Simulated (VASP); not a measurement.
# FeO (R-3m) in VASP: a series of runs, part 2 of 2

VASP 6.6.1. The steps go on from the part before.

## 4. Relaxation of cell and atoms, PBEsol, collinear spin, ferromagnetic start, target pressure 30 GPa, at which the enthalpy is minimised

Input file INCAR:

```
PREC     = Accurate       # precision mode
ENCUT    = 600            # plane-wave cutoff, eV
EDIFF    = 1E-6           # SCF threshold, eV
ISMEAR   = -1             # smearing method
SIGMA    = 0.05           # smearing width, eV
LREAL    = F              # projectors in reciprocal space
LASPH    = T              # aspherical terms in the spheres
NELM     = 150            # most SCF steps
ALGO     = Normal         # electronic algorithm
ISIF     = 3              # what is computed and relaxed
LWAVE    = F              # write WAVECAR
LCHARG   = F              # write CHGCAR
ISPIN    = 2              # spin polarisation
MAGMOM   = 3 0            # initial moments
LORBIT   = 11             # projections on sites
LMAXMIX  = 4              # l up to which the mixer works
GGA      = PS             # functional
IBRION   = 2              # ionic algorithm
NSW      = 80             # ionic steps
EDIFFG   = -0.005         # ionic threshold
PSTRESS  = 300.0
```

Input file KPOINTS:

```
regular mesh
0
Gamma
  11 11 11
```

Input file POSCAR:

```
FeO
1.0
    1.5188209023      0.8768916568      2.5195772846
   -1.5188209023      0.8768916568      2.5195772846
    0.0000000000     -1.7537833136      2.5195772846
Fe O
1 1
Direct
    0.0000000000      0.0000000000      0.0000000000
    0.5000000000      0.5000000000      0.5000000000
```

Potentials or basis: VASP PAW PBE potentials, release 64 (Fe, O).

On the command line:

```bash
$ cat potpaw_PBE.64/Fe/POTCAR potpaw_PBE.64/O/POTCAR > POTCAR
$ mpirun -np 1 vasp_std > vasp.out
```

OUTCAR:

```text
PREC = Accurate
   ENCUT = 600
   EDIFF = 1E-6
   ISMEAR = -1
   LREAL = F
   LASPH = T
   NELM = 150
   ISIF = 3
   ISPIN = 2
   LORBIT = 11
   GGA = PS
   IBRION = 2
   NSW = 80
   EDIFFG = -0.005
   PSTRESS = 300.0

 ion  position               nearest neighbor table
   1  0.000  0.000  0.000-   2 2.16   2 2.16   2 2.16   2 2.16   2 2.16   2 2.16
   2  0.500  0.500  0.500-   1 2.16   1 2.16   1 2.16   1 2.16   1 2.16   1 2.16

  LATTYP: Found a trigonal (rhomboedric) cell.
 ALAT       =     3.0698575869
 COS(alpha) =     0.5104391626

  Lattice vectors:

 A1 = (   1.5188209023,   0.8768916568,   2.5195772846)
 A2 = (  -1.5188209023,   0.8768916568,   2.5195772846)
 A3 = (   0.0000000000,  -1.7537833136,   2.5195772846)

Analysis of symmetry for initial positions (statically):
=====================================================================
 Subroutine PRICEL returns:
 Original cell was already a primitive cell.

 Routine SETGRP: Setting up the symmetry group for a
 trigonal (rhombohedral) supercell.

 Subroutine GETGRP returns: Found 12 space group operations
 (whereof 12 operations were pure point group operations)
 out of a pool of 12 trial point group operations.

The static configuration has the point symmetry D_3d.

Analysis of symmetry for dynamics (positions and initial velocities):
=====================================================================
 Subroutine PRICEL returns:
 Original cell was already a primitive cell.

 Routine SETGRP: Setting up the symmetry group for a
 trigonal (rhombohedral) supercell.

 Subroutine GETGRP returns: Found 12 space group operations
 (whereof 12 operations were pure point group operations)
 out of a pool of 12 trial point group operations.

The dynamic configuration has the point symmetry D_3d.

Analysis of structural, dynamic, and magnetic symmetry:
=====================================================================
 Subroutine PRICEL returns:
 Original cell was already a primitive cell.

 Routine SETGRP: Setting up the symmetry group for a
 trigonal (rhombohedral) supercell.

[... 152 lines left out ...]

  energy without entropy =      -15.82758323  energy(sigma->0) =      -15.83346271

------------------------ aborting loop because EDIFF is reached ----------------------------------------

  FORCE on cell =-STRESS in cart. coord.  units (eV):
  Direction    XX          YY          ZZ          XY          YZ          ZX
  --------------------------------------------------------------------------------------
  -------------------------------------------------------------------------------------
  Total       -1.1409079     -1.1409079     -1.2697136      0.0000000      0.0000000     -0.0000000
  in kB      -90.7882689    -90.7882689   -101.0380395      0.0000000      0.0000000     -0.0000000
  external PRESSURE =    -394.2048591 kB  Pullay stress =     300.0000000 kB
[... 25 lines left out ...]
--------------------------------------- Ionic step        2  -------------------------------------------

 number of electron      14.0000000 magnetization       1.7723671

 E-fermi :  10.8066     XC(G=0): -14.6959

 val. band max:       10.8049730028   @ k =  -0.2727  -0.3636   0.0909
 cond. band min:      10.8074350360   @ k =  -0.1818   0.3636   0.1818
 fundamental gap:      0.0024620332
 Fermi energy:        10.8065766226

 spin component 1

 k-point     1 :       0.0000    0.0000    0.0000
  band No.  band energies     occupation
      1     -13.7760      1.00000
      2       5.0763      1.00000
      3       5.1762      1.00000
      4       5.1762      1.00000
      5       7.1089      1.00000
      6       7.2267      1.00000
      7       7.2267      1.00000
      8       7.9566      1.00000
      9       7.9566      1.00000
     10      13.8533      0.00000
     11      27.4816      0.00000
     12      31.5287      0.00000
[... 1022 lines left out ...]
--------------------------------------- Ionic step        9  -------------------------------------------

 number of electron      14.0000001 magnetization       3.6760587

 Free energy of the ion-electron system (eV)
  ---------------------------------------------------
  ext. energy  EPLUGINS =         0.00000000
  ---------------------------------------------------
  free energy    TOTEN  =       -15.66313125 eV

  energy without entropy =      -15.64749130  energy(sigma->0) =      -15.65531127

 E-fermi :   8.0917     XC(G=0): -13.4080

 val. band max:        8.0914389404   @ k =  -0.4545   0.1818   0.0909
 cond. band min:       8.0927098385   @ k =   0.1818   0.1818  -0.0000
 fundamental gap:      0.0012708982
 Fermi energy:         8.0917394630

 spin component 1

 k-point     1 :       0.0000    0.0000    0.0000
  band No.  band energies     occupation
      1     -14.2102      1.00000
      2       3.4646      1.00000
      3       3.5671      1.00000
      4       3.5671      1.00000
      5       4.0539      1.00000
      6       4.1389      1.00000
      7       4.1389      1.00000
      8       4.4917      1.00000
      9       4.4917      1.00000
     10       9.2123      0.00000
     11      23.9293      0.00000
     12      26.2856      0.00000
[... 790 lines left out ...]
  energy  without entropy=      -15.6474912977  energy(sigma->0) =      -15.65531127

  enthalpy is  TOTEN    =       -12.5083687855 eV   P V=        3.1547624648

 reached required accuracy - stopping structural energy minimisation

 total charge

# of ion       s       p       d       tot
------------------------------------------
    1        0.347   0.498   6.271   7.117
    2        1.552   3.500   0.000   5.053
--------------------------------------------------
tot          1.899   3.999   6.271  12.169

 magnetization (x)

# of ion       s       p       d       tot
------------------------------------------
    1        0.027   0.025   3.291   3.343
    2        0.036   0.231   0.000   0.267
--------------------------------------------------
tot          0.063   0.256   3.291   3.610
```

Run time: 4 min. Hardware: 1 thread of Intel Xeon 6975P-C (Granite Rapids), shared host; peak memory 0.25 GiB.

What came out:

```yaml
Free_energy: -15.6631 eV
Relaxed_volume: 8.42 Å³/atom
Relaxed_cell: a = 2.891 Å, b = 2.891 Å, c = 2.891 Å, α = 59.38°, β = 59.38°, γ = 59.38°
Space_group_after_relaxing_to_0.1_Å: Fm-3m (No. 225)
Energy_change_on_relaxing_the_run_minimises_the_enthalpy: +88.1 meV/atom
Ionic_steps: 9
Pressure_after_relaxing: 30.0 GPa
Net_moment: 3.68 μB per cell
Site_moments: Fe +3.34; O +0.27 μB
Valence_electrons_inside_the_program's_atomic_spheres: Fe 7.12; O 5.05
```

The path:
```csv
step,energy change (eV),largest force (eV/Å),pressure (GPa),volume (Å³)
1,0.0000,0.0000,-9.42,20.13
2,1.3538,0.0000,91.79,13.74
3,0.1332,0.0000,26.66,17.09
4,0.1729,0.0000,29.73,16.87
5,0.1844,0.0000,30.56,16.80
6,0.1724,0.0000,29.65,16.87
7,0.1770,0.0000,30.14,16.84
8,0.1757,0.0000,29.90,16.85
9,0.1762,0.0000,29.96,16.85
```

Final structure:
```yaml
crystal:
  lattice:
    - [1.43206, 0.82680, 2.37162]
    - [-1.43206, 0.82680, 2.37162]
    - [0.00000, -1.65360, 2.37162]
  atoms:
    - { symbol: Fe, position: [0.00000, 0.00000, 0.00000] }
    - { symbol: O, position: [0.50000, 0.50000, 0.50000] }
```

Caveat: the cell is relaxed towards a set pressure, so the run minimises the enthalpy, not the energy; the volume moved by over 15 % at a fixed basis, so the end points are rough; the PAW data sets were made with another functional, which shifts forces and pressure a little; a cell with one magnetic atom can't hold antiferromagnetic order, which such compounds often take; semilocal functionals often make such compounds metallic where correlation or magnetic order opens a gap, which also shifts bond lengths. With open d or f shells a metallic result of PBEsol can be an artefact of self-interaction; +U or a hybrid may open a gap.

## 5. Overview

| cell | gap on the mesh (eV) | pressure (GPa) | moment (μB) |
| --- | --- | --- | --- |
| relaxed to 10 GPa | none | 10.0 | 3.97 |
| relaxed to 20 GPa | none | 20.0 | 3.84 |
| relaxed to 30 GPa | none | 30.0 | 3.68 |

Alike in all rows: task relaxation of cell and atoms; level PBEsol; potentials or basis VASP PAW PBE potentials, release 64 (Fe, O); spin collinear, ferromagnetic start; k mesh 11 × 11 × 11; cutoff (eV) 600; smearing fermi-dirac 0.05 eV.

Caveats: the cell is relaxed towards a set pressure, so the run minimises the enthalpy, not the energy; the PAW data sets were made with another functional, which shifts forces and pressure a little; a cell with one magnetic atom can't hold antiferromagnetic order, which such compounds often take; semilocal functionals often make such compounds metallic where correlation or magnetic order opens a gap, which also shifts bond lengths; the volume moved by over 15 % at a fixed basis, so the end points are rough (at least some runs).

Total energies depend on the potentials used, so only differences within one code and one set of settings carry meaning.
